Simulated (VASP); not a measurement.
# AgCl (P1) in VASP: notebook, part 2 of 2

VASP 6.6.1. Earlier steps stand in the parts before.

### Step 3. Single point, PBE

The input, INCAR:

```
SYSTEM = AgCl
PREC = Accurate ; ENCUT = 520
EDIFF = 1E-6 ; ISMEAR = -1
SIGMA = 0.146 ; LREAL = Auto
LASPH = .TRUE. ; NELM = 100
ALGO = Normal ; ISIF = 2
LWAVE = .FALSE. ; LCHARG = .FALSE.
GGA = PE ; NBANDS = 86
```

The input, KPOINTS:

```
Automatic mesh
0
G
  3 3 2
  0 0 0
```

The input, POSCAR:

```
AgCl
1.0
    9.0394823181      0.0000000000      0.0000000000
   -4.5197411591      7.8284213245      0.0000000000
    0.0000000000      0.0000000000      5.7224950490
Ag Cl
8 8
Direct
    0.1738763169      0.3364015414     -0.0725608317
    0.3192253662      0.1576577127      0.4135135076
    0.1649200988      0.8375619717     -0.0566784239
    0.3400070227      0.6681430116      0.4423652582
    0.6653761556      0.3331310224     -0.0269847328
    0.8268733470      0.1567906158      0.4269892729
    0.6792756359      0.8318500921     -0.0647013229
    0.8286197853      0.6625436707      0.4484362115
    0.1578560976      0.3227763166      0.4290011575
    0.3242140429      0.1654831730      0.9283558928
    0.1794853489      0.8749090929      0.4471109154
    0.3369210998      0.6686514155      0.9755840682
    0.6648405549      0.3327585336      0.4108632650
    0.8392985558      0.1691177499      0.9334767360
    0.6628169156      0.8572083338      0.4380569976
    0.8401249743      0.6575380638      0.9105383151
```

Potentials or basis: VASP PAW PBE potentials, release 64 (Ag, Cl).

The run is started by

```bash
cat potpaw_PBE.64/Ag/POTCAR potpaw_PBE.64/Cl/POTCAR > POTCAR
mpirun -np 1 vasp_std > vasp.out
```

OUTCAR:

```text
SYSTEM = AgCl
   PREC = Accurate
   ENCUT = 520
   EDIFF = 1E-6
   ISMEAR = -1
   LREAL = Auto
   LASPH = .TRUE.
   NELM = 100
   ISIF = 2
   GGA = PE

 ion  position               nearest neighbor table
   1  0.174  0.336  0.927-  10 2.52  12 2.62  14 2.62   9 2.86   9 2.87
   2  0.319  0.158  0.414-  11 2.22   9 2.56  13 2.71  10 2.78  10 2.95
   3  0.165  0.838  0.943-  16 2.55  10 2.57  12 2.68  11 2.85  11 2.90
   4  0.340  0.668  0.442-  15 2.54  12 2.67   9 2.71  11 2.88  12 3.05
   5  0.665  0.333  0.973-  13 2.51  16 2.57  14 2.66  10 2.68
   6  0.827  0.157  0.427-  15 2.35   9 2.59  13 2.65  14 2.83  14 2.90
   7  0.679  0.832  0.935-  16 2.63  14 2.64  12 2.69  15 2.86  15 2.90
   8  0.829  0.663  0.448-  13 2.59  16 2.65  11 2.77  15 2.83  16 3.08
   9  0.158  0.323  0.429-   2 2.56   6 2.59   4 2.71   1 2.86   1 2.87
  10  0.324  0.165  0.928-   1 2.52   3 2.57   5 2.68   2 2.78   2 2.95
  11  0.179  0.875  0.447-   2 2.22   8 2.77   3 2.85   4 2.88   3 2.90
  12  0.337  0.669  0.976-   1 2.62   4 2.67   3 2.68   7 2.69   4 3.05
  13  0.665  0.333  0.411-   5 2.51   8 2.59   6 2.65   2 2.71
  14  0.839  0.169  0.933-   1 2.62   7 2.64   5 2.66   6 2.83   6 2.90
  15  0.663  0.857  0.438-   6 2.35   4 2.54   8 2.83   7 2.86   7 2.90
  16  0.840  0.658  0.911-   3 2.55   5 2.57   7 2.63   8 2.65   8 3.08

  LATTYP: Found a hexagonal cell.
 ALAT       =     9.0394823181
 C/A-ratio  =     0.6330556162

  Lattice vectors:

 A1 = (   9.0394823181,   0.0000000000,   0.0000000000)
 A2 = (  -4.5197411591,   7.8284213245,   0.0000000000)
 A3 = (   0.0000000000,   0.0000000000,   5.7224950490)

Analysis of symmetry for initial positions (statically):
=====================================================================
 Subroutine PRICEL returns:
 Original cell was already a primitive cell.

 Routine SETGRP: Setting up the symmetry group for a
 hexagonal supercell.

 Subroutine GETGRP returns: Found  1 space group operations
 (whereof  1 operations were pure point group operations)
 out of a pool of 24 trial point group operations.

[... 152 lines left out ...]
   GGA     = PE    functional components
   LHFCALC =     F    Hartree Fock is set to
   AEXX    =    0.0000 exact exchange contribution
   IVDW    =     0    specifies the selected vdW correction
   LEPSILON=     F    determine dielectric tensor
   LRPA    =     F    only Hartree local field effects (RPA)
 non-spin polarized calculation
  energy-cutoff  :      520.00
  volume of cell :      404.95
 maximum number of plane-waves:     10921
 NGX is ok and might be reduce to    70
   NGX = 33   NGY = 33   NGZ = 21

 number of electron     144.0000001 magnetization

 Free energy of the ion-electron system (eV)
  ---------------------------------------------------
  ext. energy  EPLUGINS =         0.00000000
  ---------------------------------------------------
  free energy    TOTEN  =       -42.59331343 eV

  energy without entropy =      -42.57757150  energy(sigma->0) =      -42.58544247

 E-fermi :   3.1105     XC(G=0):  -8.8335

 val. band max:        2.3373714390   @ k =   0.3333   0.3333   0.5000
 cond. band min:       3.4593604477   @ k =   0.0000   0.0000   0.0000
 fundamental gap:      1.1219890087
 Fermi energy:         3.1105363569

 k-point     1 :       0.0000    0.0000    0.0000
  band No.  band energies     occupation
      1     -12.8205      2.00000
      2     -12.6870      2.00000
      3     -12.5941      2.00000
      4     -12.4856      2.00000
      5     -12.4105      2.00000
      6     -12.3365      2.00000
[... 859 lines left out ...]
     83       8.2758      0.00000
     84       8.3899      0.00000
 [bands above 84 left out]

------------------------ aborting loop because EDIFF is reached ----------------------------------------

  FORCE on cell =-STRESS in cart. coord.  units (eV):
  Direction    XX          YY          ZZ          XY          YZ          ZX
  --------------------------------------------------------------------------------------
  -------------------------------------------------------------------------------------
  Total        1.5216299     10.6387219      5.7602381      0.4395719     -0.5318672      0.1043032
  in kB        6.0202767     42.0917382     22.7901847      1.7391510     -2.1043143      0.4126721
  external PRESSURE =      23.6340665 kB  Pullay stress =       0.0000000 kB

 VOLUME and BASIS-vectors are now :
 -----------------------------------------------------------------------------
  energy-cutoff  :      520.00
  volume of cell :      404.95
      direct lattice vectors                 reciprocal lattice vectors
     9.039482318  0.000000000  0.000000000     0.110625804  0.063869838  0.000000000
    -4.519741159  7.828421324  0.000000000     0.000000000  0.127739676  0.000000000
     0.000000000  0.000000000  5.722495049     0.000000000  0.000000000  0.174748950

 POSITION                                       TOTAL-FORCE (eV/Angst)
 -----------------------------------------------------------------------------------
      0.05130      2.63349      5.30727        -0.197179      0.116078     -0.039252
      2.17306      1.23421      2.36633         0.133944      2.173033     -0.062591
     -2.29477      6.55679      5.39815         0.225884     -0.058708      0.022922
      0.05365      5.23050      2.53143        -0.303546     -0.184538      0.181399
      4.50899      2.60789      5.56808        -0.031632     -0.273486     -0.568171
      6.76585      1.22742      2.44344         0.031238      1.020761      0.052196
[... 8 lines left out ...]
      2.11716      6.71059      2.50678         0.342782     -1.236236      0.073305
      4.62239      5.14749      5.21055        -0.247234      0.182886      0.210574
 -----------------------------------------------------------------------------------
    total drift:                                0.000868      0.000610     -0.001348

  FREE ENERGIE OF THE ION-ELECTRON SYSTEM (eV)
  ---------------------------------------------------
  free  energy   TOTEN  =       -42.5933134296 eV

  energy  without entropy=      -42.5775715030  energy(sigma->0) =      -42.58544247
```

stdout:

```text
POSCAR found type information on POSCAR AgCl
 POSCAR found :  2 types and      16 ions
 scaLAPACK will be used
 LDA part: xc-table for (Slater+PW92), standard interpolation
 POSCAR, INCAR and KPOINTS ok, starting setup
 FFT: planning ... GRIDC
 FFT: planning ... GRID_SOFT
 FFT: planning ... GRID
 WAVECAR not read
 entering main loop
```

It took 5.7 min on 1 thread of AMD EPYC 9R45 (Zen 5), shared host; peak memory 0.59 GiB.

What came out:

```
Free energy            : -42.5933 eV
Pressure               : 2.4 GPa
Largest force          : 2.842 eV/Å
Band gap on the k mesh : 1.12 eV (least direct gap 1.32 eV)
```

Forces on the atoms (eV/Å):
```
Ag  -0.197  0.116 -0.039
Ag   0.134  2.173 -0.063
Ag   0.226 -0.059  0.023
Ag  -0.304 -0.185  0.181
Ag  -0.032 -0.273 -0.568
Ag   0.031  1.021  0.052
Ag  -0.072  0.034  0.021
Ag   0.023  0.176 -0.187
Cl  -0.127  0.541  0.127
Cl   0.371  0.167 -0.110
Cl   0.072 -2.839  0.120
Cl  -0.046  0.093 -0.375
Cl  -0.098  0.128  0.653
Cl  -0.076 -0.041 -0.119
Cl   0.343 -1.236  0.073
Cl  -0.247  0.183  0.211
```

Caveat: the k points lie up to 0.55 Å⁻¹ apart; the atoms stand as in a frame of molecular dynamics; the structure was generated, so it needn't be the stable form of AgCl; forces of over 1 eV/Å act on the atoms, so gaps and moduli don't describe the material at rest. A k mesh can miss the band edges.
